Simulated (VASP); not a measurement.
A run of VASP 6.6.1 is set up as follows.

File INCAR:

```
SYSTEM = B3P2
PREC = Accurate
ENCUT = 600
EDIFF = 1E-7
ISMEAR = 0
SIGMA = 0.1
LREAL = .False.
LASPH = .True.
NELM = 80
ALGO = Normal
ISIF = 3
LWAVE = .False.
LCHARG = .False.
GGA = PE
IBRION = 2
NSW = 90
EDIFFG = -0.04
```

The input KPOINTS:

```
regular mesh
0
Gamma
  4 4 6
  0 0 0
```

Contents of POSCAR:

```
B3P2
1.0
    6.3242276401      0.0000000000      0.0000000000
    0.0000000000      6.3242276401      0.0000000000
    0.0000000000      0.0000000000      3.1771735538
B P
6 4
Direct
    0.0000000000      0.0000000000      0.0000000000
    0.5000000000      0.5000000000      0.0000000000
    0.1800000000      0.6800000000      0.5000000000
    0.3200000000      0.1800000000      0.5000000000
    0.8200000000      0.3200000000      0.5000000000
    0.6800000000      0.8200000000      0.5000000000
    0.3800000000      0.8800000000      0.0000000000
    0.1200000000      0.3800000000      0.0000000000
    0.6200000000      0.1200000000      0.0000000000
    0.8800000000      0.6200000000      0.0000000000
```

Potentials or basis: VASP PAW PBE potentials, release 64 (B, P).

Run with:

```bash
$ cat potpaw_PBE.64/B/POTCAR potpaw_PBE.64/P/POTCAR > POTCAR
$ mpirun -np 1 vasp_std > vasp.out
```

Problem. What does it give for the space group after relaxing (to 0.1 Å)?

Solution. P4/mbm (No. 127).

Problem. What does it give for the relaxed volume?

Solution. 11.43 Å³/atom.

Final structure:
```
B P
1.0
     5.98711    0.00000    0.00000
     0.00000    5.98711    0.00000
     0.00000    0.00000    3.18836
B P
6 4
Cartesian
  0.0000 0.0000 0.0000
  2.9936 2.9936 0.0000
  0.5709 3.5645 1.5942
  2.4226 0.5709 1.5942
  5.4162 2.4226 1.5942
  3.5645 5.4162 1.5942
  1.3184 4.3120 0.0000
  1.6752 1.3184 0.0000
  4.6687 1.6752 0.0000
  4.3120 4.6687 0.0000
```
